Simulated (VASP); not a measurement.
Ba2C: single point with PBE

Crystal: Ba2C.

```
CELL_PARAMETERS angstrom
0.00000 3.51669 3.51669
3.51669 0.00000 3.51669
3.51669 3.51669 0.00000
ATOMIC_POSITIONS crystal
C 0.00000 0.00000 0.00000
Ba 0.25000 0.25000 0.25000
Ba 0.75000 0.75000 0.75000
```

```
Program                : VASP 6.6.1
Task                   : single point
Functional             : PBE
Potentials or basis    : VASP PAW PBE potentials, release 64 (C, Ba_sv)
Cutoff                 : 520 eV
k mesh                 : 6 × 6 × 6
Occupations            : fermi-dirac, width 0.02 eV
Spin                   : no spin polarisation
Dipole correction      : no
Further INCAR settings : ALGO = Normal; EDIFF = 1e-07; NBANDS = 19
```

```json
{"Pressure": "1.3 GPa", "Band gap on the k mesh": "zero (band 12 reaches 3.36 eV, above the bottom of band 13 at 3.26 eV)"}
```

Levels at points of the mesh, in eV from the Fermi level:
```
           k point  band 8  band 9  band 10  band 11  band 12  band 13  band 14  band 15  band 16  band 17
(0.00, 0.00, 0.00)  -12.58   -8.06    -1.85    -1.85    -1.85     0.15     0.30     0.30     4.51     4.51
(0.50, 0.00, 0.00)  -13.26   -7.50    -0.68    -0.68    -0.68     1.31     2.31     2.31     3.95     3.95
(0.50, 0.50, 0.00)  -12.20   -7.59    -1.58    -0.16     0.12     0.12     1.22     1.76     4.34     4.39
```

It took 26 s on 1 thread of Intel(R) Xeon(R) Platinum 8375C CPU @ 2.90GHz (Ice Lake), on a shared host, peak memory 0.24 GiB.

Caveat: spin-orbit coupling is left out, which moves the levels of the heavy elements.
